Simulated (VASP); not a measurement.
# La2O3 in VASP: notebook

The runs below take La2O3 through single point, relaxation of cell and atoms, with LDA, PBEsol.

Everything below comes from runs of VASP 6.6.1. Logs are shortened: lines on timing, memory, paths and dates and some standing lists are left out, and cuts for length are marked.

**1. The cell of the first run**

The typed cell holds 5 atoms: a = 6.255 Å, b = 6.255 Å, c = 3.231 Å, α = 90.00°, β = 90.00°, γ = 120.00°.

**2. Single point, LDA**

The input, INCAR:

```
PREC = Accurate ; ENCUT = 520
EDIFF = 1E-7 ; ISMEAR = -1
SIGMA = 0.05 ; LREAL = F
LASPH = T ; NELM = 100
ALGO = Normal ; ISIF = 2
LWAVE = F ; LCHARG = F
GGA = CA ; NBANDS = 28
```

The input, KPOINTS:

```
regular mesh
0
Gamma
  4 4 6
```

The input, POSCAR:

```
La2O3
1.0
    6.2547377000      0.0000000000      0.0000000000
   -3.1273688500      5.4167617422      0.0000000000
    0.0000000000      0.0000000000      3.2313619816
La O
2 3
Direct
    0.6666666667      0.3333333333      0.4999192115
    0.3333333333      0.6666666667      0.5000807885
    0.5000634001      0.0000000000      0.0000000000
    0.0000000000      0.5000634001      0.0000000000
    0.4999365999      0.4999365999      0.0000000000
```

Potentials or basis: VASP PAW LDA potentials, release 64 (La, O).

Command:

```console
cat potpaw_LDA.64/La/POTCAR potpaw_LDA.64/O/POTCAR > POTCAR
mpirun -np 1 vasp_std > vasp.out
```

OUTCAR:

```text
PREC = Accurate
   ENCUT = 520
   EDIFF = 1E-7
   ISMEAR = -1
   LREAL = F
   LASPH = T
   NELM = 100
   ISIF = 2
   GGA = CA

 ion  position               nearest neighbor table
   1  0.667  0.333  0.500-   3 2.42   4 2.42   5 2.42   3 2.42   4 2.42   5 2.42   2 3.61   2 3.61
                             2 3.61
   2  0.333  0.667  0.500-   3 2.42   4 2.42   5 2.42   3 2.42   4 2.42   5 2.42   1 3.61   1 3.61
                             1 3.61
   3  0.500  0.000  0.000-   1 2.42   2 2.42   1 2.42   2 2.42
   4  0.000  0.500  0.000-   2 2.42   1 2.42   2 2.42   1 2.42
   5  0.500  0.500  0.000-   2 2.42   1 2.42   2 2.42   1 2.42

  LATTYP: Found a hexagonal cell.
 ALAT       =     6.2547377000
 C/A-ratio  =     0.5166262978

  Lattice vectors:

 A1 = (   6.2547377000,   0.0000000000,   0.0000000000)
 A2 = (  -3.1273688500,   5.4167617422,   0.0000000000)
 A3 = (   0.0000000000,   0.0000000000,   3.2313619816)

Analysis of symmetry for initial positions (statically):
=====================================================================
 Subroutine PRICEL returns:
 Original cell was already a primitive cell.

 Routine SETGRP: Setting up the symmetry group for a
 hexagonal supercell.

 Subroutine GETGRP returns: Found  6 space group operations
 (whereof  6 operations were pure point group operations)
 out of a pool of 24 trial point group operations.

The static configuration has the point symmetry D_3 .

Analysis of symmetry for dynamics (positions and initial velocities):
=====================================================================
 Subroutine PRICEL returns:
 Original cell was already a primitive cell.

 Routine SETGRP: Setting up the symmetry group for a
 hexagonal supercell.

 Subroutine GETGRP returns: Found  6 space group operations
 (whereof  6 operations were pure point group operations)
 out of a pool of 24 trial point group operations.

The dynamic configuration has the point symmetry D_3 .

 Subroutine INISYM returns: Found  6 space group operations
 (whereof  6 operations are pure point group operations),
 and found     1 'primitive' translations

----------------------------------------------------------------------------------------

                                     Primitive cell

  volume of cell :     109.4799

  direct lattice vectors                    reciprocal lattice vectors
     6.254737700  0.000000000  0.000000000     0.159878807  0.092306072  0.000000000
    -3.127368850  5.416761742  0.000000000     0.000000000  0.184612144  0.000000000
     0.000000000  0.000000000  3.231361982     0.000000000  0.000000000  0.309467031

  length of vectors
     6.254737700  6.254737700  3.231361982     0.184612144  0.184612144  0.309467031

  position of ions in fractional coordinates (direct lattice)
     0.666666667  0.333333333  0.499919211
     0.333333333  0.666666667  0.500080788
     0.500063400  0.000000000  0.000000000
     1.000000000  0.500063400  0.000000000
     0.499936600  0.499936600  0.000000000

  ion indices of the primitive-cell ions
   primitive index   ion index
                 1           1
                 2           2
                 3           3
                 4           4
                 5           5

----------------------------------------------------------------------------------------

 KPOINTS: regular mesh

Automatic generation of k-mesh.
 Grid dimensions read from file:
 generate k-points for:    4    4    6

 Generating k-lattice:

  Cartesian coordinates                     Fractional coordinates (reciprocal lattice)
     0.039969702  0.023076518  0.000000000     0.250000000 -0.000000000  0.000000000
     0.000000000  0.046153036  0.000000000     0.000000000  0.250000000  0.000000000
     0.000000000  0.000000000  0.051577839     0.000000000  0.000000000  0.166666667

  Length of vectors
     0.046153036  0.046153036  0.051577839

  Shift w.r.t. Gamma in fractional coordinates (k-lattice)
     0.000000000  0.000000000  0.000000000

 Subroutine IBZKPT returns following result:
 ===========================================

 Found     18 irreducible k-points:

 Following reciprocal coordinates:
            Coordinates               Weight
  0.000000  0.000000  0.000000      1.000000
  0.250000 -0.000000  0.000000      6.000000
  0.500000 -0.000000  0.000000      3.000000
  0.250000  0.250000  0.000000      6.000000
  0.000000  0.000000  0.166667      2.000000
  0.250000 -0.000000  0.166667      6.000000
[... 10 lines left out ...]
  0.500000 -0.000000  0.500000      3.000000
  0.250000  0.250000  0.500000      6.000000
   k-points           NKPTS =     18   k-points in BZ     NKDIM =     18   number of bands    NBANDS=     28
   number of dos      NEDOS =    301   number of ions     NIONS =      5
   total plane-waves  NPLWV =  55296
   dimension x,y,z NGX =    48 NGY =   48 NGZ =   24
   dimension x,y,z NGXF=    96 NGYF=   96 NGZF=   48
   ions per type =               2   3
   NGX,Y,Z   is equivalent  to a cutoff of  12.76, 12.76, 12.35 a.u.
   NGXF,Y,Z  is equivalent  to a cutoff of  25.52, 25.52, 24.69 a.u.
 SYSTEM =  unknown system
   PREC   = accura    normal or accurate (medium, high low for compatibility)
   ISTART =      0    job   : 0-new  1-cont  2-samecut
   ICHARG =      2    charge: 1-file 2-atom 10-const
   ISPIN  =      1    spin polarized calculation?
   LNONCOLLINEAR =      F non collinear calculations
   LSORBIT =      F    spin-orbit coupling
   LASPH  =      T    aspherical Exc in radial PAW
   ENCUT  =  520.0 eV  38.22 Ry    6.18 a.u.  11.63 11.63  6.01*2*pi/ulx,y,z
   NELM   =    100;   NELMIN=  2; NELMDL= -5     # of ELM steps
   EDIFF  = 0.1E-06   stopping-criterion for ELM
   LREAL  =      F    real-space projection
   EDIFFG = 0.1E-05   stopping-criterion for IOM
   NSW    =      0    number of steps for IOM
   IBRION =     -1    ionic relax: 0-MD 1-quasi-New 2-CG
   NFREE  =      0    steps in history (QN), initial steepest desc. (CG)
   ISIF   =      2    stress and relaxation
   ISYM   =      2    0-nonsym 1-usesym 2-fastsym
   POTIM  = 0.5000    time-step for ionic-motion
   TEBEG  =    0.0;   TEEND  =   0.0 temperature during run
   PSTRESS=    0.0 pullay stress
   NELECT =      40.0000    total number of electrons
   NUPDOWN=      -1.0000    fix difference up-down
   EMIN   =  10.00;   EMAX   =-10.00  energy-range for DOS
   EFERMI =   0.00;   METHOD = LEGACY
   ISMEAR =    -1;   SIGMA  =   0.05  broadening in eV -4-tet -1-fermi 0-gaus
   EFERMI_NEDOS =   21; number of points for ismear=-14 and -15
   IALGO  =     38    algorithm
   IMIX   =      4    mixing-type and parameters
     AMIX     =   0.40;   BMIX     =  1.00
     AMIX_MAG =   1.60;   BMIX_MAG =  1.00
  volume/ion in A,a.u.               =      21.90       147.76
  Fermi-wavevector in a.u.,A,eV,Ry     =   1.170352  2.211645 18.636239  1.369725
  Thomas-Fermi vector in A             =   2.306812
   LORBIT       =      0    0 simple, 1 ext, 2 COOP (PROOUT), +10 PAW based schemes
   GGA     = CA    functional components
   LHFCALC =     F    Hartree Fock is set to
   AEXX    =    0.0000 exact exchange contribution
   IVDW    =     0    specifies the selected vdW correction
   LEPSILON=     F    determine dielectric tensor
   LRPA    =     F    only Hartree local field effects (RPA)
 non-spin polarized calculation
  energy-cutoff  :      520.00
  volume of cell :      109.48
 maximum number of plane-waves:      2988
 NGX is ok and might be reduce to    48
   NGX = 23   NGY = 23   NGZ = 13

 number of electron      39.9999966 magnetization

 Free energy of the ion-electron system (eV)
  ---------------------------------------------------
  ext. energy  EPLUGINS =         0.00000000
  ---------------------------------------------------
  free energy    TOTEN  =       -44.44573743 eV

  energy without entropy =      -44.44573727  energy(sigma->0) =      -44.44573735

 E-fermi :   4.0032     XC(G=0):  -8.9057

 val. band max:        3.4031635093   @ k =   0.0000   0.0000   0.5000
 cond. band min:       4.6031301315   @ k =   0.0000   0.0000   0.0000
 fundamental gap:      1.1999666222
 Fermi energy:         4.0031799400

 k-point     1 :       0.0000    0.0000    0.0000
  band No.  band energies     occupation
      1     -27.0331      2.00000
      2     -26.7838      2.00000
      3     -14.1870      2.00000
      4     -14.1870      2.00000
      5     -12.3220      2.00000
      6     -10.6119      2.00000
[... 20 lines left out ...]
     27       8.0943      0.00000
     28       8.1384      0.00000

 k-point     2 :       0.2500   -0.0000    0.0000
  band No.  band energies     occupation
      1     -27.0025      2.00000
      2     -26.8167      2.00000
      3     -14.1959      2.00000
      4     -14.0220      2.00000
      5     -12.7053      2.00000
      6     -10.5674      2.00000
[... 20 lines left out ...]
     27       8.1170      0.00000
     28       8.1432      0.00000

 k-point     3 :       0.5000   -0.0000    0.0000
  band No.  band energies     occupation
      1     -26.9523      2.00000
      2     -26.8693      2.00000
      3     -14.2047      2.00000
      4     -13.7409      2.00000
      5     -13.1460      2.00000
      6     -10.5212      2.00000
[... 20 lines left out ...]
     27       8.1523      0.00000
     28       8.1655      0.00000

 k-point     4 :       0.2500    0.2500    0.0000
  band No.  band energies     occupation
      1     -26.9523      2.00000
      2     -26.8693      2.00000
      3     -14.2095      2.00000
      4     -13.7275      2.00000
      5     -13.1570      2.00000
      6     -10.5003      2.00000
[... 392 lines left out ...]
     27       7.8702      0.00000
     28       7.8750      0.00000

 k-point    17 :       0.5000   -0.0000    0.5000
  band No.  band energies     occupation
      1     -26.5497      2.00000
      2     -26.4894      2.00000
      3     -14.5187      2.00000
      4     -13.9519      2.00000
      5     -12.6013      2.00000
      6     -11.0835      2.00000
[... 20 lines left out ...]
     27       7.9239      0.00000
     28       8.0872      0.00000

 k-point    18 :       0.2500    0.2500    0.5000
  band No.  band energies     occupation
      1     -26.5497      2.00000
      2     -26.4894      2.00000
      3     -14.5189      2.00000
      4     -13.9515      2.00000
      5     -12.6018      2.00000
      6     -11.0968      2.00000
[... 20 lines left out ...]
     27       7.9698      0.00000
     28       8.0574      0.00000

------------------------ aborting loop because EDIFF is reached ----------------------------------------

  FORCE on cell =-STRESS in cart. coord.  units (eV):
  Direction    XX          YY          ZZ          XY          YZ          ZX
  --------------------------------------------------------------------------------------
  -------------------------------------------------------------------------------------
  Total       -0.0439474     -0.0439474     -0.0185794      0.0000000      0.0000000      0.0000000
  in kB       -0.6431462     -0.6431462     -0.2718995      0.0000000      0.0000000      0.0000000
  external PRESSURE =      -0.5193973 kB  Pullay stress =       0.0000000 kB

 VOLUME and BASIS-vectors are now :
 -----------------------------------------------------------------------------
  energy-cutoff  :      520.00
  volume of cell :      109.48
      direct lattice vectors                 reciprocal lattice vectors
     6.254737700  0.000000000  0.000000000     0.159878807  0.092306072  0.000000000
    -3.127368850  5.416761742  0.000000000     0.000000000  0.184612144  0.000000000
     0.000000000  0.000000000  3.231361982     0.000000000  0.000000000  0.309467031

 POSITION                                       TOTAL-FORCE (eV/Angst)
 -----------------------------------------------------------------------------------
      3.12737      1.80559      1.61542        -0.000000      0.000000      0.000854
     -0.00000      3.61117      1.61594        -0.000000     -0.000000     -0.000854
      3.12777      0.00000      0.00000        -0.000462      0.000000      0.000000
     -1.56388      2.70872      0.00000         0.000231     -0.000400     -0.000000
      1.56349      2.70804      0.00000         0.000231      0.000400      0.000000
 -----------------------------------------------------------------------------------
    total drift:                               -0.000000     -0.000000     -0.000000

  FREE ENERGIE OF THE ION-ELECTRON SYSTEM (eV)
  ---------------------------------------------------
  free  energy   TOTEN  =       -44.4457374321 eV

  energy  without entropy=      -44.4457372652  energy(sigma->0) =      -44.44573735
```

It took 61 s on 1 thread of Intel Xeon Platinum 8488C (Sapphire Rapids), shared host; peak memory 0.21 GiB.

Results:

```
Free energy            : -44.4457 eV
Pressure               : -0.1 GPa
Band gap on the k mesh : 1.20 eV (least direct gap 1.82 eV)
```

Caveat: spin-orbit coupling is left out, which moves the levels of the heavy elements.

(Continued in part 2 of 2.)
